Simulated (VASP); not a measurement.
# Rh (a cell with a defect) in VASP: further runs

Rh (a cell with a defect) is run at these levels: PBE; tasks: single point.

Program: VASP 6.6.1. These are calculated values, not measurements. Logs are shortened: lines on timing, memory, paths and dates and some standing lists are left out, and cuts for length are marked.

## (1) The cell of the first run

The cell holds a defect, 7 atoms: a = 5.368 Å, b = 5.368 Å, c = 5.368 Å, α = 60.00°, β = 60.00°, γ = 60.00°.

## (2) Single point, PBE

Input file INCAR:

```
PREC = Accurate
ENCUT = 520
EDIFF = 1E-6
ISMEAR = -1
SIGMA = 0.1
LREAL = False
LASPH = True
NELM = 100
ALGO = Normal
ISIF = 2
LWAVE = False
LCHARG = False
GGA = PE
NBANDS = 62
```

Input file KPOINTS:

```
regular mesh
0
Gamma
  2 2 2
```

Input file POSCAR:

```
Rh
1.0
    0.0000000000      3.7957000000      3.7957000000
    3.7957000000      0.0000000000      3.7957000000
    3.7957000000      3.7957000000      0.0000000000
Rh
7
Direct
    0.0000000000      0.0000000000      0.5000000000
    0.0000000000      0.5000000000      0.0000000000
    0.0000000000      0.5000000000      0.5000000000
    0.5000000000      0.0000000000      0.0000000000
    0.5000000000      0.0000000000      0.5000000000
    0.5000000000      0.5000000000      0.0000000000
    0.5000000000      0.5000000000      0.5000000000
```

Potentials or basis: VASP PAW PBE potentials, release 64 (Rh_pv).

Started as:

```
$ cat potpaw_PBE.64/Rh_pv/POTCAR > POTCAR
$ mpirun -np 1 vasp_std > vasp.out
```

OUTCAR:

```text
PREC = Accurate
   ENCUT = 520
   EDIFF = 1E-6
   ISMEAR = -1
   LREAL = False
   LASPH = True
   NELM = 100
   ISIF = 2
   GGA = PE

 ion  position               nearest neighbor table
   1  0.000  0.000  0.500-   3 2.68   5 2.68   2 2.68   4 2.68   2 2.68   3 2.68   7 2.68   4 2.68
                             5 2.68   7 2.68
   2  0.000  0.500  0.000-   3 2.68   6 2.68   1 2.68   3 2.68   7 2.68   1 2.68   4 2.68   4 2.68
                             6 2.68   7 2.68
   3  0.000  0.500  0.500-   1 2.68   2 2.68   7 2.68   2 2.68   6 2.68   1 2.68   5 2.68   5 2.68
                             6 2.68   7 2.68
   4  0.500  0.000  0.000-   5 2.68   6 2.68   1 2.68   5 2.68   7 2.68   2 2.68   6 2.68   7 2.68
                             1 2.68   2 2.68
   5  0.500  0.000  0.500-   1 2.68   4 2.68   7 2.68   4 2.68   6 2.68   3 2.68   6 2.68   7 2.68
                             1 2.68   3 2.68
   6  0.500  0.500  0.000-   2 2.68   4 2.68   7 2.68   3 2.68   5 2.68   7 2.68   4 2.68   5 2.68
                             2 2.68   3 2.68
   7  0.500  0.500  0.500-   3 2.68   5 2.68   6 2.68   2 2.68   4 2.68   6 2.68   1 2.68   4 2.68
                             5 2.68   1 2.68   2 2.68   3 2.68

  LATTYP: Found a face centered cubic cell.
 ALAT       =     7.5914000000

  Lattice vectors:

 A1 = (   0.0000000000,   3.7957000000,   3.7957000000)
 A2 = (   3.7957000000,   0.0000000000,   3.7957000000)
 A3 = (   3.7957000000,   3.7957000000,   0.0000000000)

Analysis of symmetry for initial positions (statically):
=====================================================================
 Subroutine PRICEL returns:
 Original cell was already a primitive cell.

 Routine SETGRP: Setting up the symmetry group for a
 face centered cubic supercell.

 Subroutine GETGRP returns: Found 48 space group operations
 (whereof 48 operations were pure point group operations)
 out of a pool of 48 trial point group operations.

The static configuration has the point symmetry O_h .

Analysis of symmetry for dynamics (positions and initial velocities):
=====================================================================
 Subroutine PRICEL returns:
 Original cell was already a primitive cell.

 Routine SETGRP: Setting up the symmetry group for a
 face centered cubic supercell.

 Subroutine GETGRP returns: Found 48 space group operations
 (whereof 48 operations were pure point group operations)
 out of a pool of 48 trial point group operations.
[... 91 lines left out ...]
   EDIFFG = 0.1E-04   stopping-criterion for IOM
   NSW    =      0    number of steps for IOM
   IBRION =     -1    ionic relax: 0-MD 1-quasi-New 2-CG
   NFREE  =      0    steps in history (QN), initial steepest desc. (CG)
   ISIF   =      2    stress and relaxation
   ISYM   =      2    0-nonsym 1-usesym 2-fastsym
   POTIM  = 0.5000    time-step for ionic-motion
   TEBEG  =    0.0;   TEEND  =   0.0 temperature during run
   PSTRESS=    0.0 pullay stress
   NELECT =     105.0000    total number of electrons
   NUPDOWN=      -1.0000    fix difference up-down
   EMIN   =  10.00;   EMAX   =-10.00  energy-range for DOS
   EFERMI =   0.00;   METHOD = LEGACY
   ISMEAR =    -1;   SIGMA  =   0.10  broadening in eV -4-tet -1-fermi 0-gaus
   EFERMI_NEDOS =   21; number of points for ismear=-14 and -15
   IALGO  =     38    algorithm
   IMIX   =      4    mixing-type and parameters
     AMIX     =   0.40;   BMIX     =  1.00
     AMIX_MAG =   1.60;   BMIX_MAG =  1.00
  volume/ion in A,a.u.               =      15.62       105.44
  Fermi-wavevector in a.u.,A,eV,Ry     =   1.614988  3.051885 35.486542  2.608187
  Thomas-Fermi vector in A             =   2.709808
   LORBIT       =      0    0 simple, 1 ext, 2 COOP (PROOUT), +10 PAW based schemes
   GGA     = PE    functional components
   LHFCALC =     F    Hartree Fock is set to
   AEXX    =    0.0000 exact exchange contribution
   IVDW    =     0    specifies the selected vdW correction
   LEPSILON=     F    determine dielectric tensor
   LRPA    =     F    only Hartree local field effects (RPA)
 non-spin polarized calculation
  energy-cutoff  :      520.00
  volume of cell :      109.37
 maximum number of plane-waves:      2954
 NGX is ok and might be reduce to    40
   NGX = 19   NGY = 19   NGZ = 19

 number of electron     105.0000051 magnetization

 Free energy of the ion-electron system (eV)
  ---------------------------------------------------
  ext. energy  EPLUGINS =         0.00000000
  ---------------------------------------------------
  free energy    TOTEN  =       -51.42263451 eV

  energy without entropy =      -51.06398940  energy(sigma->0) =      -51.24331196

 E-fermi :   9.2325     XC(G=0): -13.0626

 val. band max:        9.2264330010   @ k =   0.5000   0.0000   0.0000
 cond. band min:       9.6181375766   @ k =   0.0000   0.0000   0.0000
 fundamental gap:      0.3917045756
 Fermi energy:         9.2325140385

 k-point     1 :       0.0000    0.0000    0.0000
  band No.  band energies     occupation
      1     -37.2652      2.00000
      2     -37.2652      2.00000
      3     -37.2652      2.00000
      4     -37.2336      2.00000
      5     -36.9402      2.00000
      6     -36.9402      2.00000
[... 184 lines left out ...]
     61      13.2883      0.00000
     62      13.2883      0.00000

------------------------ aborting loop because EDIFF is reached ----------------------------------------

  FORCE on cell =-STRESS in cart. coord.  units (eV):
  Direction    XX          YY          ZZ          XY          YZ          ZX
  --------------------------------------------------------------------------------------
  -------------------------------------------------------------------------------------
  Total       -5.1691906     -5.1691906     -5.1691906     -0.0000000      0.0000000     -0.0000000
  in kB      -75.7229449    -75.7229449    -75.7229449     -0.0000000      0.0000000     -0.0000000
  external PRESSURE =     -75.7229449 kB  Pullay stress =       0.0000000 kB

 VOLUME and BASIS-vectors are now :
 -----------------------------------------------------------------------------
  energy-cutoff  :      520.00
  volume of cell :      109.37
      direct lattice vectors                 reciprocal lattice vectors
     0.000000000  3.795700000  3.795700000    -0.131728008  0.131728008  0.131728008
     3.795700000  0.000000000  3.795700000     0.131728008 -0.131728008  0.131728008
     3.795700000  3.795700000  0.000000000     0.131728008  0.131728008 -0.131728008

 POSITION                                       TOTAL-FORCE (eV/Angst)
 -----------------------------------------------------------------------------------
      1.89785      1.89785      0.00000         0.000000     -0.000000     -0.000000
      1.89785      0.00000      1.89785        -0.000000     -0.000000      0.000000
      3.79570      1.89785      1.89785         0.000000      0.000000     -0.000000
      0.00000      1.89785      1.89785         0.000000      0.000000     -0.000000
      1.89785      3.79570      1.89785        -0.000000      0.000000      0.000000
      1.89785      1.89785      3.79570        -0.000000     -0.000000     -0.000000
      3.79570      3.79570      3.79570         0.000000      0.000000      0.000000
 -----------------------------------------------------------------------------------
    total drift:                                0.000000     -0.000000      0.000000

  FREE ENERGIE OF THE ION-ELECTRON SYSTEM (eV)
  ---------------------------------------------------
  free  energy   TOTEN  =       -51.4226345134 eV

  energy  without entropy=      -51.0639893986  energy(sigma->0) =      -51.24331196
```

OSZICAR:

```text
N       E                     dE             d eps       ncg     rms          rms(c)
DAV:   1     0.143056102801E+04    0.14306E+04   -0.64864E+04   380   0.194E+03
DAV:   2     0.490920356250E+01   -0.14257E+04   -0.13957E+04   384   0.614E+02
DAV:   3    -0.530070366612E+02   -0.57916E+02   -0.53619E+02   412   0.124E+02
DAV:   4    -0.543308734936E+02   -0.13238E+01   -0.13129E+01   396   0.172E+01
DAV:   5    -0.543508391403E+02   -0.19966E-01   -0.19961E-01   424   0.212E+00    0.216E+01
DAV:   6    -0.515658131947E+02    0.27850E+01   -0.10575E+01   386   0.182E+01    0.718E+00
DAV:   7    -0.516174983081E+02   -0.51685E-01   -0.10671E+00   394   0.640E+00    0.522E+00
DAV:   8    -0.514469496483E+02    0.17055E+00   -0.94287E-01   386   0.456E+00    0.274E+00
DAV:   9    -0.514231948012E+02    0.23755E-01   -0.40772E-02   400   0.144E+00    0.414E-01
DAV:  10    -0.514225857036E+02    0.60910E-03   -0.13334E-03   398   0.222E-01    0.942E-02
DAV:  11    -0.514226348493E+02   -0.49146E-04   -0.24128E-04   378   0.104E-01    0.325E-02
DAV:  12    -0.514226353930E+02   -0.54373E-06   -0.21782E-05   384   0.405E-02    0.129E-02
DAV:  13    -0.514226345134E+02    0.87961E-06   -0.48563E-06   340   0.109E-02
   1 F= -.51422635E+02 E0= -.51243312E+02  d E =-.358645E+00
```

stdout:

```text
POSCAR found type information on POSCAR Rh
 POSCAR found :  1 types and       7 ions
 scaLAPACK will be used
 LDA part: xc-table for (Slater+PW92), standard interpolation
 POSCAR, INCAR and KPOINTS ok, starting setup
 FFT: planning ... GRIDC
 FFT: planning ... GRID_SOFT
 FFT: planning ... GRID
 WAVECAR not read
 entering main loop
```

It took 35 s on 1 thread of Intel Xeon Platinum 8559C (Emerald Rapids), shared host; peak memory 0.23 GiB.

What came out:

| Property | Result |
| --- | --- |
| Free energy | -51.4226 eV |
| Pressure | -7.6 GPa |

Caveat: the k points lie up to 0.72 Å⁻¹ apart.

## (3) Single point, PBE

Input file INCAR:

```
SYSTEM = Rh
PREC = Accurate ; ENCUT = 520
EDIFF = 1E-7 ; ISMEAR = -1
SIGMA = 0.1 ; LREAL = .False.
LASPH = .True. ; NELM = 80
ALGO = Normal ; ISIF = 2
LWAVE = .False. ; LCHARG = .False.
GGA = PE ; NBANDS = 62
```

Input file KPOINTS:

```
Automatic mesh
0
Gamma
  2 2 2
  0 0 0
```

POSCAR, as its differences from that of step 2:

```diff
@@ -8,3 +8,3 @@
 Direct
-    0.0000000000      0.0000000000      0.5000000000
+    0.0000000000      0.0000000000      0.0000000000
     0.0000000000      0.5000000000      0.0000000000
```

Potentials or basis: VASP PAW PBE potentials, release 64 (Rh_pv).

Started as:

```
$ cat potpaw_PBE.64/Rh_pv/POTCAR > POTCAR
$ mpirun -np 1 vasp_std > vasp.out
```

OUTCAR:

```text
SYSTEM = Rh
   PREC = Accurate
   ENCUT = 520
   EDIFF = 1E-7
   ISMEAR = -1
   LREAL = .False.
   LASPH = .True.
   NELM = 80
   ISIF = 2
   GGA = PE

 ion  position               nearest neighbor table
   1  0.000  0.000  0.000-   2 2.68   4 2.68   3 2.68   5 2.68   2 2.68   3 2.68   6 2.68   4 2.68
                             5 2.68   6 2.68
   2  0.000  0.500  0.000-   1 2.68   3 2.68   6 2.68   3 2.68   7 2.68   1 2.68   4 2.68   4 2.68
                             6 2.68   7 2.68
   3  0.000  0.500  0.500-   2 2.68   7 2.68   1 2.68   2 2.68   6 2.68   1 2.68   5 2.68   5 2.68
                             6 2.68   7 2.68
   4  0.500  0.000  0.000-   1 2.68   5 2.68   6 2.68   5 2.68   7 2.68   2 2.68   6 2.68   7 2.68
                             1 2.68   2 2.68
   5  0.500  0.000  0.500-   4 2.68   7 2.68   1 2.68   4 2.68   6 2.68   3 2.68   6 2.68   7 2.68
                             1 2.68   3 2.68
   6  0.500  0.500  0.000-   2 2.68   4 2.68   7 2.68   3 2.68   5 2.68   7 2.68   1 2.68   4 2.68
                             5 2.68   1 2.68   2 2.68   3 2.68
   7  0.500  0.500  0.500-   3 2.68   5 2.68   6 2.68   2 2.68   4 2.68   6 2.68   4 2.68   5 2.68
                             2 2.68   3 2.68

  LATTYP: Found a face centered cubic cell.
 ALAT       =     7.5914000000

  Lattice vectors:

 A1 = (   0.0000000000,   3.7957000000,   3.7957000000)
 A2 = (   3.7957000000,   0.0000000000,   3.7957000000)
 A3 = (   3.7957000000,   3.7957000000,   0.0000000000)

Analysis of symmetry for initial positions (statically):
=====================================================================
 Subroutine PRICEL returns:
 Original cell was already a primitive cell.

 Routine SETGRP: Setting up the symmetry group for a
 face centered cubic supercell.

 Subroutine GETGRP returns: Found 48 space group operations
 (whereof  8 operations were pure point group operations)
 out of a pool of 48 trial point group operations.

The static configuration has the point symmetry D_2h.
 The point group associated with its full space group is O_h .

Analysis of symmetry for dynamics (positions and initial velocities):
=====================================================================
 Subroutine PRICEL returns:
 Original cell was already a primitive cell.

 Routine SETGRP: Setting up the symmetry group for a
 face centered cubic supercell.

 Subroutine GETGRP returns: Found 48 space group operations
 (whereof  8 operations were pure point group operations)
 out of a pool of 48 trial point group operations.

The dynamic configuration has the point symmetry D_2h.
 The point group associated with its full space group is O_h .

 Subroutine INISYM returns: Found 48 space group operations
 (whereof  8 operations are pure point group operations),
 and found     1 'primitive' translations

----------------------------------------------------------------------------------------

                                     Primitive cell

  volume of cell :     109.3719

  direct lattice vectors                    reciprocal lattice vectors
     0.000000000  3.795700000  3.795700000    -0.131728008  0.131728008  0.131728008
     3.795700000  0.000000000  3.795700000     0.131728008 -0.131728008  0.131728008
     3.795700000  3.795700000  0.000000000     0.131728008  0.131728008 -0.131728008

  length of vectors
[... 48 lines left out ...]
            Coordinates               Weight
  0.000000  0.000000  0.000000      1.000000
  0.500000  0.000000  0.000000      4.000000
  0.500000  0.500000  0.000000      3.000000
   k-points           NKPTS =      3   k-points in BZ     NKDIM =      3   number of bands    NBANDS=     62
   number of dos      NEDOS =    301   number of ions     NIONS =      7
   total plane-waves  NPLWV =  64000
   dimension x,y,z NGX =    40 NGY =   40 NGZ =   40
   dimension x,y,z NGXF=    80 NGYF=   80 NGZF=   80
   ions per type =               7
   NGX,Y,Z   is equivalent  to a cutoff of  12.39, 12.39, 12.39 a.u.
   NGXF,Y,Z  is equivalent  to a cutoff of  24.78, 24.78, 24.78 a.u.
 SYSTEM =  Rh
   PREC   = accura    normal or accurate (medium, high low for compatibility)
   ISTART =      0    job   : 0-new  1-cont  2-samecut
   ICHARG =      2    charge: 1-file 2-atom 10-const
   ISPIN  =      1    spin polarized calculation?
   LNONCOLLINEAR =      F non collinear calculations
   LSORBIT =      F    spin-orbit coupling
   LASPH  =      T    aspherical Exc in radial PAW
   ENCUT  =  520.0 eV  38.22 Ry    6.18 a.u.   9.98  9.98  9.98*2*pi/ulx,y,z
   NELM   =     80;   NELMIN=  2; NELMDL= -5     # of ELM steps
   EDIFF  = 0.1E-06   stopping-criterion for ELM
   LREAL  =      F    real-space projection
   EDIFFG = 0.1E-05   stopping-criterion for IOM
   NSW    =      0    number of steps for IOM
   IBRION =     -1    ionic relax: 0-MD 1-quasi-New 2-CG
   NFREE  =      0    steps in history (QN), initial steepest desc. (CG)
   ISIF   =      2    stress and relaxation
   ISYM   =      2    0-nonsym 1-usesym 2-fastsym
   POTIM  = 0.5000    time-step for ionic-motion
   TEBEG  =    0.0;   TEEND  =   0.0 temperature during run
   PSTRESS=    0.0 pullay stress
   NELECT =     105.0000    total number of electrons
   NUPDOWN=      -1.0000    fix difference up-down
   EMIN   =  10.00;   EMAX   =-10.00  energy-range for DOS
   EFERMI =   0.00;   METHOD = LEGACY
   ISMEAR =    -1;   SIGMA  =   0.10  broadening in eV -4-tet -1-fermi 0-gaus
   EFERMI_NEDOS =   21; number of points for ismear=-14 and -15
   IALGO  =     38    algorithm
   IMIX   =      4    mixing-type and parameters
     AMIX     =   0.40;   BMIX     =  1.00
     AMIX_MAG =   1.60;   BMIX_MAG =  1.00
  volume/ion in A,a.u.               =      15.62       105.44
  Fermi-wavevector in a.u.,A,eV,Ry     =   1.614988  3.051885 35.486542  2.608187
  Thomas-Fermi vector in A             =   2.709808
   LORBIT       =      0    0 simple, 1 ext, 2 COOP (PROOUT), +10 PAW based schemes
   GGA     = PE    functional components
   LHFCALC =     F    Hartree Fock is set to
   AEXX    =    0.0000 exact exchange contribution
   IVDW    =     0    specifies the selected vdW correction
   LEPSILON=     F    determine dielectric tensor
   LRPA    =     F    only Hartree local field effects (RPA)
 non-spin polarized calculation
  energy-cutoff  :      520.00
  volume of cell :      109.37
 maximum number of plane-waves:      2954
 NGX is ok and might be reduce to    40
   NGX = 19   NGY = 19   NGZ = 19

 number of electron     105.0000051 magnetization

 Free energy of the ion-electron system (eV)
  ---------------------------------------------------
  ext. energy  EPLUGINS =         0.00000000
  ---------------------------------------------------
  free energy    TOTEN  =       -51.42263430 eV

  energy without entropy =      -51.06399686  energy(sigma->0) =      -51.24331558

 E-fermi :   9.2326     XC(G=0): -13.0625

 val. band max:        9.2265571551   @ k =   0.5000   0.0000   0.0000
 cond. band min:       9.6182331145   @ k =   0.0000   0.0000   0.0000
 fundamental gap:      0.3916759593
 Fermi energy:         9.2326255592

 k-point     1 :       0.0000    0.0000    0.0000
  band No.  band energies     occupation
      1     -37.2650      2.00000
      2     -37.2650      2.00000
      3     -37.2650      2.00000
      4     -37.2336      2.00000
      5     -36.9401      2.00000
      6     -36.9401      2.00000
[... 184 lines left out ...]
     61      13.2883      0.00000
     62      13.2883      0.00000

------------------------ aborting loop because EDIFF is reached ----------------------------------------

  FORCE on cell =-STRESS in cart. coord.  units (eV):
  Direction    XX          YY          ZZ          XY          YZ          ZX
  --------------------------------------------------------------------------------------
  -------------------------------------------------------------------------------------
  Total       -5.1760938     -5.1760938     -5.1760938     -0.0000000      0.0000000      0.0000000
  in kB      -75.8240694    -75.8240694    -75.8240694     -0.0000000      0.0000000      0.0000000
  external PRESSURE =     -75.8240694 kB  Pullay stress =       0.0000000 kB

 VOLUME and BASIS-vectors are now :
 -----------------------------------------------------------------------------
  energy-cutoff  :      520.00
  volume of cell :      109.37
      direct lattice vectors                 reciprocal lattice vectors
     0.000000000  3.795700000  3.795700000    -0.131728008  0.131728008  0.131728008
     3.795700000  0.000000000  3.795700000     0.131728008 -0.131728008  0.131728008
     3.795700000  3.795700000  0.000000000     0.131728008  0.131728008 -0.131728008

 POSITION                                       TOTAL-FORCE (eV/Angst)
 -----------------------------------------------------------------------------------
      0.00000      0.00000      0.00000        -0.000000      0.000000      0.000000
      1.89785      0.00000      1.89785        -0.000000     -0.000000      0.000000
      3.79570      1.89785      1.89785        -0.000000     -0.000000     -0.000000
      0.00000      1.89785      1.89785         0.000000     -0.000000      0.000000
      1.89785      3.79570      1.89785         0.000000      0.000000      0.000000
      1.89785      1.89785      3.79570         0.000000      0.000000     -0.000000
      3.79570      3.79570      3.79570         0.000000     -0.000000      0.000000
 -----------------------------------------------------------------------------------
    total drift:                                0.000000     -0.000000      0.000000

  FREE ENERGIE OF THE ION-ELECTRON SYSTEM (eV)
  ---------------------------------------------------
  free  energy   TOTEN  =       -51.4226343000 eV

  energy  without entropy=      -51.0639968616  energy(sigma->0) =      -51.24331558
```

It took 32 s on 1 thread of Intel Xeon Platinum 8559C (Emerald Rapids), shared host; peak memory 0.23 GiB.

What came out:

* Free energy: -51.4226 eV
* Pressure: -7.6 GPa

Caveat: the k points lie up to 0.72 Å⁻¹ apart.
